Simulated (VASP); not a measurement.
# Ge (Fd-3m) in VASP: notebook

Runs on Ge. Level: r2SCAN. Tasks: single point.

Program: VASP 6.6.1. These are calculated values, not measurements. Logs are shortened: lines on timing, memory, paths and dates and some standing lists are left out, and cuts for length are marked.

**1. The cell of the first run**

Symmetry: Fd-3m, No. 227, cubic system. The conventional cell has a = 5.672 Å, b = 5.672 Å, c = 5.672 Å, α = 90.00°, β = 90.00°, γ = 90.00°. Within 3.2 Å of Ge (site symmetry -43m) lie 4 Ge at 2.46 Å.

**2. Single point, r2SCAN**

POSCAR reads:

```
Ge
1.0
    0.0000000000      2.8360149687      2.8360149687
    2.8360149687      0.0000000000      2.8360149687
    2.8360149687      2.8360149687      0.0000000000
Ge
2
Direct
    0.5000000000      0.5000000000      0.5000000000
    0.7500000000      0.7500000000      0.7500000000
```

INCAR.step1 reads:

```
ALGO = Normal
EDIFF = 1E-4
ENCUT = 520
GGA = PE
ISMEAR = -1
LASPH = T
LCHARG = F
LREAL = F
LWAVE = T
NBANDS = 21
NELM = 80
PREC = Accurate
SIGMA = 0.05
```

INCAR.step2 reads:

```
ALGO = Normal
EDIFF = 1E-7
ENCUT = 520
ISIF = 2
ISMEAR = -1
ISTART = 1
LASPH = T
LCHARG = T
LELF = T
LMIXTAU = T
LREAL = F
LVHAR = T
LWAVE = F
METAGGA = R2SCAN
NBANDS = 21
NELM = 80
PREC = Accurate
SIGMA = 0.05
```

KPOINTS reads:

```
k-points
0
Gamma
  2 2 2
```

Potentials or basis: VASP PAW PBE potentials, release 64 (Ge_d).

Started as:

```sh
> cat potpaw_PBE.64/Ge_d/POTCAR > POTCAR
> cp INCAR.step1 INCAR
> mpirun -np 1 vasp_std > vasp.out
> cp INCAR.step2 INCAR
> mpirun -np 1 vasp_std > vasp.out
```

OUTCAR:

```text
EDIFF = 1E-7
   ENCUT = 520
   ISIF = 2
   ISMEAR = -1
   ISTART = 1
   LASPH = T
   LREAL = F
   METAGGA = R2SCAN
   NELM = 80
   PREC = Accurate

 ion  position               nearest neighbor table
   1  0.500  0.500  0.500-   2 2.46   2 2.46   2 2.46   2 2.46
   2  0.750  0.750  0.750-   1 2.46   1 2.46   1 2.46   1 2.46

  LATTYP: Found a face centered cubic cell.
 ALAT       =     5.6720299374

  Lattice vectors:

 A1 = (   0.0000000000,   2.8360149687,   2.8360149687)
 A2 = (   2.8360149687,   0.0000000000,   2.8360149687)
 A3 = (   2.8360149687,   2.8360149687,   0.0000000000)

Analysis of symmetry for initial positions (statically):
=====================================================================
 Subroutine PRICEL returns:
 Original cell was already a primitive cell.

 Routine SETGRP: Setting up the symmetry group for a
 face centered cubic supercell.

 Subroutine GETGRP returns: Found 48 space group operations
 (whereof 24 operations were pure point group operations)
 out of a pool of 48 trial point group operations.

The static configuration has the point symmetry T_d .
 The point group associated with its full space group is O_h .

Analysis of symmetry for dynamics (positions and initial velocities):
=====================================================================
 Subroutine PRICEL returns:
 Original cell was already a primitive cell.

 Routine SETGRP: Setting up the symmetry group for a
 face centered cubic supercell.

 Subroutine GETGRP returns: Found 48 space group operations
 (whereof 24 operations were pure point group operations)
 out of a pool of 48 trial point group operations.

The dynamic configuration has the point symmetry T_d .
 The point group associated with its full space group is O_h .

 Subroutine INISYM returns: Found 48 space group operations
 (whereof 24 operations are pure point group operations),
 and found     1 'primitive' translations

----------------------------------------------------------------------------------------

                                     Primitive cell

  volume of cell :      45.6200

  direct lattice vectors                    reciprocal lattice vectors
     0.000000000  2.836014969  2.836014969    -0.176303724  0.176303724  0.176303724
     2.836014969  0.000000000  2.836014969     0.176303724 -0.176303724  0.176303724
     2.836014969  2.836014969  0.000000000     0.176303724  0.176303724 -0.176303724

  length of vectors
     4.010730832  4.010730832  4.010730832     0.305367007  0.305367007  0.305367007

  position of ions in fractional coordinates (direct lattice)
     0.500000000  0.500000000  0.500000000
     0.750000000  0.750000000  0.750000000

  ion indices of the primitive-cell ions
   primitive index   ion index
                 1           1
                 2           2

----------------------------------------------------------------------------------------

 KPOINTS: k-points

Automatic generation of k-mesh.
 Grid dimensions read from file:
 generate k-points for:    2    2    2

 Generating k-lattice:

  Cartesian coordinates                     Fractional coordinates (reciprocal lattice)
    -0.088151862  0.088151862  0.088151862     0.500000000  0.000000000  0.000000000
     0.088151862 -0.088151862  0.088151862     0.000000000  0.500000000  0.000000000
     0.088151862  0.088151862 -0.088151862     0.000000000  0.000000000  0.500000000

  Length of vectors
     0.152683504  0.152683504  0.152683504

  Shift w.r.t. Gamma in fractional coordinates (k-lattice)
     0.000000000  0.000000000  0.000000000

 Subroutine IBZKPT returns following result:
 ===========================================

 Found      3 irreducible k-points:

 Following reciprocal coordinates:
            Coordinates               Weight
  0.000000  0.000000  0.000000      1.000000
  0.500000  0.000000  0.000000      4.000000
  0.500000  0.500000  0.000000      3.000000
   k-points           NKPTS =      3   k-points in BZ     NKDIM =      3   number of bands    NBANDS=     21
   number of dos      NEDOS =    301   number of ions     NIONS =      2
   total plane-waves  NPLWV =  27000
   dimension x,y,z NGX =    30 NGY =   30 NGZ =   30
   dimension x,y,z NGXF=    60 NGYF=   60 NGZF=   60
   ions per type =               2
   NGX,Y,Z   is equivalent  to a cutoff of  12.44, 12.44, 12.44 a.u.
   NGXF,Y,Z  is equivalent  to a cutoff of  24.87, 24.87, 24.87 a.u.
 SYSTEM =  unknown system
   PREC   = accura    normal or accurate (medium, high low for compatibility)
   ISTART =      1    job   : 0-new  1-cont  2-samecut
   ICHARG =      0    charge: 1-file 2-atom 10-const
   ISPIN  =      1    spin polarized calculation?
   LNONCOLLINEAR =      F non collinear calculations
   LSORBIT =      F    spin-orbit coupling
   LASPH  =      T    aspherical Exc in radial PAW
   ENCUT  =  520.0 eV  38.22 Ry    6.18 a.u.   7.46  7.46  7.46*2*pi/ulx,y,z
   NELM   =     80;   NELMIN=  2; NELMDL=  0     # of ELM steps
   EDIFF  = 0.1E-06   stopping-criterion for ELM
   LREAL  =      F    real-space projection
   EDIFFG = 0.1E-05   stopping-criterion for IOM
   NSW    =      0    number of steps for IOM
   IBRION =     -1    ionic relax: 0-MD 1-quasi-New 2-CG
   NFREE  =      0    steps in history (QN), initial steepest desc. (CG)
   ISIF   =      2    stress and relaxation
   ISYM   =      2    0-nonsym 1-usesym 2-fastsym
   POTIM  = 0.5000    time-step for ionic-motion
   TEBEG  =    0.0;   TEEND  =   0.0 temperature during run
   PSTRESS=    0.0 pullay stress
   NELECT =      28.0000    total number of electrons
   NUPDOWN=      -1.0000    fix difference up-down
   EMIN   =  10.00;   EMAX   =-10.00  energy-range for DOS
   EFERMI =   0.00;   METHOD = LEGACY
   ISMEAR =    -1;   SIGMA  =   0.05  broadening in eV -4-tet -1-fermi 0-gaus
   EFERMI_NEDOS =   21; number of points for ismear=-14 and -15
   IALGO  =     38    algorithm
   IMIX   =      4    mixing-type and parameters
     AMIX     =   0.40;   BMIX     =  1.00
     AMIX_MAG =   1.60;   BMIX_MAG =  1.00
  volume/ion in A,a.u.               =      22.81       153.93
  Fermi-wavevector in a.u.,A,eV,Ry     =   1.391262  2.629104 26.335580  1.935611
  Thomas-Fermi vector in A             =   2.515118
   LORBIT       =      0    0 simple, 1 ext, 2 COOP (PROOUT), +10 PAW based schemes
   METAGGA = R2SCAN    functional components
   LHFCALC =     F    Hartree Fock is set to
   AEXX    =    0.0000 exact exchange contribution
   IVDW    =     0    specifies the selected vdW correction
   LEPSILON=     F    determine dielectric tensor
   LRPA    =     F    only Hartree local field effects (RPA)
 non-spin polarized calculation
  energy-cutoff  :      520.00
  volume of cell :       45.62
 maximum number of plane-waves:      1243
 NGX is ok and might be reduce to    30
   NGX = 15   NGY = 15   NGZ = 15

 number of electron      28.0000016 magnetization

 Free energy of the ion-electron system (eV)
  ---------------------------------------------------
  ext. energy  EPLUGINS =         0.00000000
  ---------------------------------------------------
  free energy    TOTEN  =       -24.81620840 eV

  energy without entropy =      -24.80662270  energy(sigma->0) =      -24.81141555

 E-fermi :   5.1458     XC(G=0): -10.6136

 val. band max:        4.9649679078   @ k =   0.0000   0.0000   0.0000
 cond. band min:       5.3419296437   @ k =   0.0000   0.0000   0.0000
 fundamental gap:      0.3769617359
 Fermi energy:         5.1457686158

 k-point     1 :       0.0000    0.0000    0.0000
  band No.  band energies     occupation
      1     -20.4202      2.00000
      2     -20.4202      2.00000
      3     -20.4202      2.00000
      4     -20.3858      2.00000
      5     -20.3858      2.00000
      6     -20.1699      2.00000
[... 13 lines left out ...]
     20      14.7435      0.00000
     21      14.7436      0.00000

 k-point     2 :       0.5000    0.0000    0.0000
  band No.  band energies     occupation
      1     -20.4454      2.00000
      2     -20.4453      2.00000
      3     -20.4030      2.00000
      4     -20.3424      2.00000
      5     -20.3424      2.00000
      6     -20.2018      2.00000
[... 13 lines left out ...]
     20      16.6711      0.00000
     21      16.7251      0.00000

 k-point     3 :       0.5000    0.5000    0.0000
  band No.  band energies     occupation
      1     -20.4547      2.00000
      2     -20.4547      2.00000
      3     -20.3698      2.00000
      4     -20.3698      2.00000
      5     -20.2659      2.00000
      6     -20.2659      2.00000
[... 13 lines left out ...]
     20      17.1408      0.00000
     21      18.3457      0.00000

------------------------ aborting loop because EDIFF is reached ----------------------------------------

  FORCE on cell =-STRESS in cart. coord.  units (eV):
  Direction    XX          YY          ZZ          XY          YZ          ZX
  --------------------------------------------------------------------------------------
  -------------------------------------------------------------------------------------
  Total        1.6555466      1.6555466      1.6555466      0.0000000      0.0000000      0.0000000
  in kB       58.1428673     58.1428673     58.1428673      0.0000000      0.0000000      0.0000000
  external PRESSURE =      58.1428673 kB  Pullay stress =       0.0000000 kB

 VOLUME and BASIS-vectors are now :
 -----------------------------------------------------------------------------
  energy-cutoff  :      520.00
  volume of cell :       45.62
      direct lattice vectors                 reciprocal lattice vectors
     0.000000000  2.836014969  2.836014969    -0.176303724  0.176303724  0.176303724
     2.836014969  0.000000000  2.836014969     0.176303724 -0.176303724  0.176303724
     2.836014969  2.836014969  0.000000000     0.176303724  0.176303724 -0.176303724

 POSITION                                       TOTAL-FORCE (eV/Angst)
 -----------------------------------------------------------------------------------
      2.83601      2.83601      2.83601        -0.000000     -0.000000      0.000000
      4.25402      4.25402      4.25402         0.000000      0.000000     -0.000000
 -----------------------------------------------------------------------------------
    total drift:                                0.000000     -0.000000     -0.000000

  FREE ENERGIE OF THE ION-ELECTRON SYSTEM (eV)
  ---------------------------------------------------
  free  energy   TOTEN  =       -24.8162083991 eV

  energy  without entropy=      -24.8066226965  energy(sigma->0) =      -24.81141555
```

Wall time 42 s (1 thread of Intel Xeon 8259CL, shared host); peak memory 0.16 GiB.

Results:

```yaml
Free_energy: -24.8162 eV
Pressure: 5.8 GPa
Band_gap_on_the_k_mesh: 0.38 eV
```

Caveat: the k points lie up to 0.96 Å⁻¹ apart; the PAW data sets were made with another functional, which shifts forces and pressure a little.

**3. Single point, r2SCAN**

POSCAR is that of step 2.

INCAR.step1 reads:

```
  PREC = Accurate
  ENCUT = 520
  ISMEAR = -1
  SIGMA = 0.05
  LREAL = False
  LASPH = True
  NELM = 80
  NBANDS = 21
  GGA = PE
  ALGO = Normal
  EDIFF = 1E-4
  LWAVE = True
  LCHARG = False
```

INCAR.step2 reads:

```
  PREC = Accurate
  ENCUT = 520
  EDIFF = 1E-7
  ISMEAR = -1
  SIGMA = 0.05
  LREAL = False
  LASPH = True
  NELM = 80
  ALGO = Normal
  ISIF = 2
  LWAVE = False
  LCHARG = False
  METAGGA = R2SCAN
  LMIXTAU = True
  NBANDS = 21
  ISTART = 1
```

KPOINTS reads:

```
Automatic mesh
0
Gamma
  3 3 3
```

Potentials or basis: VASP PAW PBE potentials, release 64 (Ge_d).

Started as:

```sh
> cat potpaw_PBE.64/Ge_d/POTCAR > POTCAR
> cp INCAR.step1 INCAR
> mpirun -np 1 vasp_std > vasp.out
> cp INCAR.step2 INCAR
> mpirun -np 1 vasp_std > vasp.out
```

OUTCAR:

```text
PREC = Accurate
   ENCUT = 520
   EDIFF = 1E-7
   ISMEAR = -1
   LREAL = False
   LASPH = True
   NELM = 80
   ISIF = 2
   METAGGA = R2SCAN
   ISTART = 1

 ion  position               nearest neighbor table
   1  0.500  0.500  0.500-   2 2.46   2 2.46   2 2.46   2 2.46
   2  0.750  0.750  0.750-   1 2.46   1 2.46   1 2.46   1 2.46

  LATTYP: Found a face centered cubic cell.
 ALAT       =     5.6720299374

  Lattice vectors:

 A1 = (   0.0000000000,   2.8360149687,   2.8360149687)
 A2 = (   2.8360149687,   0.0000000000,   2.8360149687)
 A3 = (   2.8360149687,   2.8360149687,   0.0000000000)

Analysis of symmetry for initial positions (statically):
=====================================================================
 Subroutine PRICEL returns:
 Original cell was already a primitive cell.

 Routine SETGRP: Setting up the symmetry group for a
 face centered cubic supercell.

 Subroutine GETGRP returns: Found 48 space group operations
[... 140 lines left out ...]
  ext. energy  EPLUGINS =         0.00000000
  ---------------------------------------------------
  free energy    TOTEN  =       -26.99855731 eV

  energy without entropy =      -26.99679169  energy(sigma->0) =      -26.99767450

 E-fermi :   5.0180     XC(G=0): -10.7210

 val. band max:        4.8161660760   @ k =   0.0000   0.0000   0.0000
 cond. band min:       5.1645065095   @ k =   0.0000   0.0000   0.0000
 fundamental gap:      0.3483404336
 Fermi energy:         5.0179538565

 k-point     1 :       0.0000    0.0000    0.0000
  band No.  band energies     occupation
      1     -20.6377      2.00000
      2     -20.6377      2.00000
      3     -20.6377      2.00000
      4     -20.6005      2.00000
      5     -20.6005      2.00000
      6     -20.3863      2.00000
[... 85 lines left out ...]
     20      14.1908      0.00000
     21      19.0044      0.00000

------------------------ aborting loop because EDIFF is reached ----------------------------------------

  FORCE on cell =-STRESS in cart. coord.  units (eV):
  Direction    XX          YY          ZZ          XY          YZ          ZX
  --------------------------------------------------------------------------------------
  -------------------------------------------------------------------------------------
  Total        0.3103211      0.3103211      0.3103211     -0.0000000     -0.0000000      0.0000000
  in kB       10.8984889     10.8984889     10.8984889     -0.0000000     -0.0000000      0.0000000
  external PRESSURE =      10.8984889 kB  Pullay stress =       0.0000000 kB

 VOLUME and BASIS-vectors are now :
 -----------------------------------------------------------------------------
  energy-cutoff  :      520.00
  volume of cell :       45.62
      direct lattice vectors                 reciprocal lattice vectors
     0.000000000  2.836014969  2.836014969    -0.176303724  0.176303724  0.176303724
     2.836014969  0.000000000  2.836014969     0.176303724 -0.176303724  0.176303724
     2.836014969  2.836014969  0.000000000     0.176303724  0.176303724 -0.176303724

 POSITION                                       TOTAL-FORCE (eV/Angst)
 -----------------------------------------------------------------------------------
      2.83601      2.83601      2.83601        -0.000000     -0.000000      0.000000
      4.25402      4.25402      4.25402         0.000000      0.000000     -0.000000
 -----------------------------------------------------------------------------------
    total drift:                                0.000000     -0.000000     -0.000000

  FREE ENERGIE OF THE ION-ELECTRON SYSTEM (eV)
  ---------------------------------------------------
  free  energy   TOTEN  =       -26.9985573061 eV

  energy  without entropy=      -26.9967916870  energy(sigma->0) =      -26.99767450
```

Wall time 72 s (1 thread of Intel Xeon 8259CL, shared host); peak memory 0.17 GiB.

Results:

| Property | Result |
| --- | --- |
| Free energy | -26.9986 eV |
| Pressure | 1.1 GPa |
| Band gap on the k mesh | 0.35 eV |

Caveat: the k points lie up to 0.64 Å⁻¹ apart; the PAW data sets were made with another functional, which shifts forces and pressure a little; an odd mesh through Γ misses points on the zone boundary, where band edges can lie.

**4. Single point, r2SCAN**

POSCAR is that of step 3.

INCAR.step1 reads:

```
SYSTEM = Ge
PREC = Accurate ; ENCUT = 520
ISMEAR = -1 ; SIGMA = 0.05
LREAL = .False. ; LASPH = .True.
NELM = 80 ; NBANDS = 21
GGA = PE ; ALGO = Normal
EDIFF = 1E-4 ; LWAVE = .True.
LCHARG = .False.
```

INCAR.step2 reads:

```
SYSTEM = Ge
PREC = Accurate ; ENCUT = 520
EDIFF = 1E-7 ; ISMEAR = -1
SIGMA = 0.05 ; LREAL = .False.
LASPH = .True. ; NELM = 80
ALGO = Normal ; ISIF = 2
LWAVE = .False. ; LCHARG = .False.
METAGGA = R2SCAN ; LMIXTAU = .True.
NBANDS = 21 ; ISTART = 1
```

KPOINTS reads:

```
regular mesh
0
Gamma
  4 4 4
  0 0 0
```

Started as:

```sh
> cat potpaw_PBE.64/Ge_d/POTCAR > POTCAR
> cp INCAR.step1 INCAR
> mpirun -np 1 vasp_std > vasp.out
> cp INCAR.step2 INCAR
> mpirun -np 1 vasp_std > vasp.out
```

Wall time 2 min (1 thread of Intel Xeon 8259CL, shared host); peak memory 0.17 GiB.

Results (log left out):

```
Free energy            : -27.5003 eV
Pressure               : 0.2 GPa
Band gap on the k mesh : 0.34 eV
```

Levels at points of the mesh, in eV from the valence-band top:
| k point | band 12 | band 13 | band 14 | band 15 | band 16 | band 17 |
| --- | --- | --- | --- | --- | --- | --- |
| (0.00, 0.00, 0.00) | 0.00 | 0.00 | 0.00 | 0.34 | 2.70 | 2.70 |
| (0.50, 0.00, 0.00) | -7.83 | -1.47 | -1.47 | 0.41 | 3.98 | 3.98 |
| (0.50, 0.50, 0.00) | -9.18 | -3.20 | -3.20 | 0.97 | 0.97 | 10.04 |

Caveat: the k points lie up to 0.48 Å⁻¹ apart; the PAW data sets were made with another functional, which shifts forces and pressure a little.

**5. Single point, r2SCAN**

POSCAR is that of step 4.

INCAR.step1 reads:

```
SYSTEM = Ge
PREC = Accurate
ENCUT = 520
ISMEAR = -1
SIGMA = 0.05
LREAL = .False.
LASPH = .True.
NELM = 60
NBANDS = 21
GGA = PE
ALGO = Normal
EDIFF = 1E-4
LWAVE = .True.
LCHARG = .False.
```

INCAR.step2 reads:

```
SYSTEM = Ge
PREC = Accurate
ENCUT = 520
EDIFF = 1E-6
ISMEAR = -1
SIGMA = 0.05
LREAL = .False.
LASPH = .True.
NELM = 60
ALGO = Normal
ISIF = 2
LWAVE = .False.
LCHARG = .False.
METAGGA = R2SCAN
LMIXTAU = .True.
NBANDS = 21
ISTART = 1
```

KPOINTS reads:

```
regular mesh
0
Gamma
  5 5 5
  0 0 0
```

Started as:

```sh
> cat potpaw_PBE.64/Ge_d/POTCAR > POTCAR
> cp INCAR.step1 INCAR
> mpirun -np 1 vasp_std > vasp.out
> cp INCAR.step2 INCAR
> mpirun -np 1 vasp_std > vasp.out
```

It took 98 s on 1 thread of Intel Xeon 8259CL, shared host; peak memory 0.16 GiB.

It converged, with:

```yaml
Free_energy: -27.6517 eV
Pressure: 0.1 GPa
Band_gap_on_the_k_mesh: 0.33 eV
```

Levels at points of the mesh, in eV from the valence-band top:
```tsv
k point	band 10	band 11	band 12	band 13	band 14	band 15	band 16	band 17	band 18	band 19
(0.00, 0.00, 0.00)	-25.21	-13.24	0.00	0.00	0.00	0.33	2.71	2.71	2.71	7.03
```

Caveat: the PAW data sets were made with another functional, which shifts forces and pressure a little; an odd mesh through Γ misses points on the zone boundary, where band edges can lie.

[end of part 1 of 2]
